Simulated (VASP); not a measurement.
A run of VASP 6.6.1 is set up as follows.

Contents of INCAR:

```
PREC = Accurate
ENCUT = 520
EDIFF = 1E-7
ISMEAR = 0
SIGMA = 0.1
LREAL = False
LASPH = True
NELM = 60
ALGO = Normal
ISIF = 2
LWAVE = False
LCHARG = False
GGA = PE
NBANDS = 26
```

KPOINTS

```
Automatic mesh
0
Gamma
  6 6 6
```

POSCAR

```
Li2TaO3
1.0
    0.0000000000      2.1872132814      6.1838314864
    2.1504010343      0.0000000000      6.1838314864
    2.1504010343      2.1872132814      0.0000000000
Li Ta O
2 1 3
Direct
    0.3150096325      0.3150096325      0.6849903675
    0.6849903675      0.6849903675      0.3150096325
    0.0000000000      0.0000000000      0.0000000000
    0.5000000000      0.5000000000      0.5000000000
    0.8439688608      0.8439688608      0.1560311392
    0.1560311392      0.1560311392      0.8439688608
```

Potentials or basis: VASP PAW PBE potentials, release 64 (Li_sv, Ta_pv, O).

Launch:

```sh
$ cat potpaw_PBE.64/Li_sv/POTCAR potpaw_PBE.64/Ta_pv/POTCAR potpaw_PBE.64/O/POTCAR > POTCAR
$ mpirun -np 1 vasp_std > vasp.out
```

Predict the largest force.

0.122 eV/Å.

Forces on the atoms (eV/Å):
```
Li   0.000  0.000  0.009
Li   0.000  0.000 -0.009
Ta   0.000  0.000  0.000
O    0.000  0.000  0.000
O    0.000  0.000 -0.122
O    0.000  0.000  0.122
```

Caveat: an odd number of electrons without spin polarisation forces a metal; a magnetic or distorted state may lie lower.
